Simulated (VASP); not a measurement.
# Ga in VASP: settings compared, part 3 of 4

VASP 6.6.1. The steps go on from the part before.

## 4. Single point, PBE (atoms moved at random)

INCAR reads:

```
  PREC = Accurate
  ENCUT = 520
  EDIFF = 1E-6
  ISMEAR = -1
  SIGMA = 0.05
  LREAL = F
  LASPH = T
  NELM = 80
  ALGO = Fast
  ISIF = 2
  LWAVE = F
  LCHARG = T
  GGA = PE
  LELF = T
  LVHAR = T
  NBANDS = 20
```

KPOINTS reads:

```
regular mesh
0
Gamma
  10 10 8
```

POSCAR reads:

```
Ga
1.0
    1.3830000000     -4.0265000000      0.0000000000
    1.3830000000      4.0265000000      0.0000000000
   -0.1174474948      0.0000000000      3.3299294416
Ga
2
Direct
    0.1169910000      0.8568350000      0.7483420000
    0.8666660000      0.1324240000      0.2366280000
```

Launch:

```sh
cat potpaw_PBE.64/Ga_d/POTCAR > POTCAR
mpirun -np 1 vasp_std > vasp.out
```

It took 1.8 min on 1 thread of Intel Xeon 6975P-C (Granite Rapids), shared host; peak memory 0.35 GiB.

The run converged. Its results:

```yaml
Free_energy: -5.7725 eV
Pressure: 1.7 GPa
Largest_force: 0.186 eV/Å
Band_gap_on_the_k_mesh: zero (band 13 reaches 9.62 eV, above the bottom of band 14 at 1.31 eV)
```

Forces in eV/Å, atoms in the order of the input:
```
Ga   0.005 -0.169 -0.077
Ga  -0.005  0.169  0.077
```

Stress tensor (GPa, compression positive):
```
2.47 0.00 0.44
0.00 1.89 0.13
0.44 0.13 0.65
```

Levels at points of the mesh, in eV from the Fermi level:
```
           k point  band 9  band 10  band 11  band 12  band 13  band 14  band 15  band 16  band 17  band 18
(0.00, 0.00, 0.00)  -14.77   -14.64   -11.23    -2.09    -1.62     1.64     5.42     9.67    10.20    10.43
(0.50, 0.00, 0.00)  -14.69   -14.65    -6.07    -4.99    -1.37     0.03     5.70     6.60     8.62     9.28
(0.00, 0.50, 0.00)  -14.71   -14.66    -6.03    -5.07    -1.32     0.01     5.90     6.62     8.24     9.27
(0.50, 0.50, 0.00)  -14.74   -14.70    -9.12    -8.57     3.97     4.60     5.83     6.05     7.55    10.95
(0.00, 0.00, 0.50)  -14.71   -14.71    -7.88    -7.69     1.56     1.81     2.43     2.49    11.62    11.69
(0.50, 0.00, 0.50)  -14.66   -14.66    -2.96    -2.79    -1.70    -1.40     1.85     2.27     4.24     4.70
(0.00, 0.50, 0.50)  -14.66   -14.65    -2.90    -2.77    -1.62    -1.59     1.67     2.33     4.38     4.82
(0.50, 0.50, 0.50)  -14.79   -14.77    -6.05    -5.98    -4.41    -4.35    10.70    11.02    11.79    11.82
```

Caveat: the cell differs from its parent crystal (atoms moved at random).

## 5. Single point, LDA

This run uses another cell than the first one, of 18.54 Å³/atom, 0.984 times its volume.

INCAR reads:

```
SYSTEM = Ga
PREC = Accurate ; ENCUT = 520
EDIFF = 1E-7 ; ISMEAR = -1
SIGMA = 0.05 ; LREAL = .FALSE.
LASPH = .TRUE. ; NELM = 80
ALGO = Fast ; ISIF = 2
LWAVE = .FALSE. ; LCHARG = .FALSE.
GGA = CA ; NBANDS = 20
```

KPOINTS reads:

```
regular mesh
0
G
  10 10 8
  0 0 0
```

POSCAR reads:

```
Ga
1.0
    1.3830000000     -4.0265000000      0.0000000000
    1.3830000000      4.0265000000      0.0000000000
   -0.1174474948      0.0000000000      3.3299294416
Ga
2
Direct
    0.1310000000      0.8690000000      0.7500000000
    0.8690000000      0.1310000000      0.2500000000
```

Potentials or basis: VASP PAW LDA potentials, release 64 (Ga_d).

Launch:

```sh
cat potpaw_LDA.64/Ga_d/POTCAR > POTCAR
mpirun -np 1 vasp_std > vasp.out
```

OUTCAR:

```text
SYSTEM = Ga
   PREC = Accurate
   ENCUT = 520
   EDIFF = 1E-7
   ISMEAR = -1
   LREAL = .FALSE.
   LASPH = .TRUE.
   NELM = 80
   ISIF = 2
   GGA = CA

 ion  position               nearest neighbor table
   1  0.131  0.869  0.750-   2 2.69   2 2.69   2 2.86   2 2.86   2 2.92   2 2.92
   2  0.869  0.131  0.250-   1 2.69   1 2.69   1 2.86   1 2.86   1 2.92   1 2.92

  LATTYP: Found a base centered monoclinic cell.
 ALAT       =     2.7660000000
 B/A-ratio  =     2.9114244396
 C/A-ratio  =     1.2046276211
 COS(beta)  =    -0.0352483478

  Lattice vectors:

 A1 = (   1.3830000000,  -4.0265000000,   0.0000000000)
 A2 = (   1.3830000000,   4.0265000000,   0.0000000000)
 A3 = (  -0.1174474948,   0.0000000000,   3.3299294416)

Analysis of symmetry for initial positions (statically):
=====================================================================
 Subroutine PRICEL returns:
 Original cell was already a primitive cell.

 Routine SETGRP: Setting up the symmetry group for a
 base centered monoclinic supercell.

 Subroutine GETGRP returns: Found  4 space group operations
 (whereof  2 operations were pure point group operations)
 out of a pool of  4 trial point group operations.

The static configuration has the point symmetry S_2 .
 The point group associated with its full space group is C_2h.

Analysis of symmetry for dynamics (positions and initial velocities):
=====================================================================
 Subroutine PRICEL returns:
 Original cell was already a primitive cell.

 Routine SETGRP: Setting up the symmetry group for a
 base centered monoclinic supercell.

 Subroutine GETGRP returns: Found  4 space group operations
 (whereof  2 operations were pure point group operations)
 out of a pool of  4 trial point group operations.

The dynamic configuration has the point symmetry S_2 .
 The point group associated with its full space group is C_2h.

[... 106 lines left out ...]
   POTIM  = 0.5000    time-step for ionic-motion
   TEBEG  =    0.0;   TEEND  =   0.0 temperature during run
   PSTRESS=    0.0 pullay stress
   NELECT =      26.0000    total number of electrons
   NUPDOWN=      -1.0000    fix difference up-down
   EMIN   =  10.00;   EMAX   =-10.00  energy-range for DOS
   EFERMI =   0.00;   METHOD = LEGACY
   ISMEAR =    -1;   SIGMA  =   0.05  broadening in eV -4-tet -1-fermi 0-gaus
   EFERMI_NEDOS =   21; number of points for ismear=-14 and -15
   IALGO  =     68    algorithm
   IMIX   =      4    mixing-type and parameters
     AMIX     =   0.40;   BMIX     =  1.00
     AMIX_MAG =   1.60;   BMIX_MAG =  1.00
  volume/ion in A,a.u.               =      18.54       125.14
  Fermi-wavevector in a.u.,A,eV,Ry     =   1.454323  2.748273 28.777089  2.115056
  Thomas-Fermi vector in A             =   2.571487
   LORBIT       =      0    0 simple, 1 ext, 2 COOP (PROOUT), +10 PAW based schemes
   GGA     = CA    functional components
   LHFCALC =     F    Hartree Fock is set to
   AEXX    =    0.0000 exact exchange contribution
   IVDW    =     0    specifies the selected vdW correction
   LEPSILON=     F    determine dielectric tensor
   LRPA    =     F    only Hartree local field effects (RPA)
 non-spin polarized calculation
 RMM-DIIS sequential band-by-band and
  energy-cutoff  :      520.00
  volume of cell :       37.09
 maximum number of plane-waves:      1014
   NGX = 15   NGY = 15   NGZ = 13

 number of electron      26.0000006 magnetization

 Free energy of the ion-electron system (eV)
  ---------------------------------------------------
  ext. energy  EPLUGINS =         0.00000000
  ---------------------------------------------------
  free energy    TOTEN  =        -7.13489252 eV

  energy without entropy =       -7.12887618  energy(sigma->0) =       -7.13188435

 E-fermi :   5.3833     XC(G=0): -11.3714

 val. band max:        5.3616426064   @ k =   0.5000  -0.0000   0.0000
 cond. band min:       5.3834303436   @ k =  -0.1000  -0.2000   0.2500
 fundamental gap:      0.0217877372
 Fermi energy:         5.3832654163

 k-point     1 :       0.0000    0.0000    0.0000
  band No.  band energies     occupation
      1      -9.8437      2.00000
      2      -9.8321      2.00000
      3      -9.7984      2.00000
      4      -9.7732      2.00000
      5      -9.4991      2.00000
      6      -9.4991      2.00000
[... 541 lines left out ...]
     19      15.0954      0.00000
     20      17.2916      0.00000

 [... further k-points ...]
[... 5 lines left out ...]
  --------------------------------------------------------------------------------------
  -------------------------------------------------------------------------------------
  Total       -0.7926721     -0.9017592     -1.0194776      0.0000000      0.0000000      0.0893994
  in kB      -34.2443757    -38.9570670    -44.0426407      0.0000000      0.0000000      3.8621598
  external PRESSURE =     -39.0813611 kB  Pullay stress =       0.0000000 kB

 VOLUME and BASIS-vectors are now :
 -----------------------------------------------------------------------------
  energy-cutoff  :      520.00
  volume of cell :       37.09
      direct lattice vectors                 reciprocal lattice vectors
     1.383000000 -4.026500000  0.000000000     0.361532899 -0.124177325  0.012751361
     1.383000000  4.026500000  0.000000000     0.361532899  0.124177325  0.012751361
    -0.117447495  0.000000000  3.329929442     0.000000000  0.000000000  0.300306663

 POSITION                                       TOTAL-FORCE (eV/Angst)
 -----------------------------------------------------------------------------------
      1.29491      2.97156      2.49745        -0.000000     -0.182514      0.000000
      1.35364     -2.97156      0.83248         0.000000      0.182514     -0.000000
 -----------------------------------------------------------------------------------
    total drift:                                0.000000      0.000000     -0.000000

  FREE ENERGIE OF THE ION-ELECTRON SYSTEM (eV)
  ---------------------------------------------------
  free  energy   TOTEN  =        -7.1348925180 eV

  energy  without entropy=       -7.1288761841  energy(sigma->0) =       -7.13188435
```

OSZICAR:

```text
N       E                     dE             d eps       ncg     rms          rms(c)
DAV:   1     0.132406375146E+03    0.13241E+03   -0.13303E+04  9516   0.246E+03
DAV:   2     0.447799510987E+01   -0.12793E+03   -0.12483E+03  9368   0.389E+02
DAV:   3    -0.703530718152E+01   -0.11513E+02   -0.11454E+02 10272   0.953E+01
DAV:   4    -0.720977762324E+01   -0.17447E+00   -0.17436E+00 10304   0.129E+01
DAV:   5    -0.721269586121E+01   -0.29182E-02   -0.29181E-02 10432   0.166E+00    0.143E+00
RMM:   6    -0.714984118436E+01    0.62855E-01   -0.95823E-02 12274   0.371E+00    0.717E-01
RMM:   7    -0.713624522061E+01    0.13596E-01   -0.27781E-02 12806   0.148E+00    0.197E-01
RMM:   8    -0.713484252419E+01    0.14027E-02   -0.42158E-03 13210   0.624E-01    0.214E-02
RMM:   9    -0.713488301939E+01   -0.40495E-04   -0.63524E-04 14835   0.280E-01    0.124E-02
RMM:  10    -0.713489045690E+01   -0.74375E-05   -0.11005E-04 14197   0.104E-01    0.282E-03
RMM:  11    -0.713489227719E+01   -0.18203E-05   -0.20092E-05 14795   0.389E-02    0.164E-03
RMM:  12    -0.713489248231E+01   -0.20511E-06   -0.24858E-06 12579   0.141E-02    0.363E-04
RMM:  13    -0.713489251803E+01   -0.35722E-07   -0.46216E-07  8211   0.619E-03
   1 F= -.71348925E+01 E0= -.71318844E+01  d E =-.601633E-02
```

stdout:

```text
POSCAR found type information on POSCAR Ga
 POSCAR found :  1 types and       2 ions
 scaLAPACK will be used
 LDA part: xc-table for (Slater(with rela. corr.)+CA(PZ))
 , standard interpolation
 POSCAR, INCAR and KPOINTS ok, starting setup
 FFT: planning ... GRIDC
 FFT: planning ... GRID_SOFT
 FFT: planning ... GRID
 WAVECAR not read
 entering main loop
WARNING in EDDRMM: call to ZHEGV failed, returncode =   8  4     16
WARNING in EDDRMM: call to ZHEGV failed, returncode =   6  3     18
WARNING in EDDRMM: call to ZHEGV failed, returncode =   8  4     17
WARNING in EDDRMM: call to ZHEGV failed, returncode =   6  3     17
WARNING in EDDRMM: call to ZHEGV failed, returncode =   8  4     17
 num prob WARNING in EDDRMM: call to ZHEGV failed, returncode =   8  4     16
 num prob  num prob  num prob  num prob  num prob  num prob  num prob  num prob  num prob  num prob  num prob  num prob RMM:  13    -0.713489251803E+01   -0.35722E-07   -0.46216E-07  8211   0.619E-03
```

It used 320 s of CPU time on 1 thread of AMD EPYC 7R13 Processor (Zen 3) (shared host).

Results:

| Quantity | Value |
| --- | --- |
| Free energy | -7.1349 eV |
| Pressure | -3.9 GPa |
| Largest force | 0.183 eV/Å |
| Band gap on the k mesh | zero (band 13 reaches 9.36 eV, above the bottom of band 14 at 1.04 eV) |

Forces on the atoms (eV/Å):
```
Ga   0.000 -0.183  0.000
Ga   0.000  0.183  0.000
```

Levels at points of the mesh, in eV from the Fermi level:
```csv
k point,band 11,band 12,band 13,band 14,band 15,band 16
"(0.00, 0.00, 0.00)",-11.22,-2.06,-1.70,1.62,5.55,9.63
"(0.50, 0.00, 0.00)",-6.08,-5.00,-1.32,-0.02,5.71,6.51
"(0.50, 0.50, 0.00)",-9.09,-8.59,3.98,4.55,5.80,6.02
"(0.00, 0.00, 0.50)",-7.78,-7.78,1.72,1.72,2.43,2.43
"(0.50, 0.00, 0.50)",-2.90,-2.88,-1.62,-1.51,1.74,2.29
"(0.50, 0.50, 0.50)",-6.04,-6.04,-4.34,-4.34,10.78,10.78
```

(Continued in part 4 of 4.)
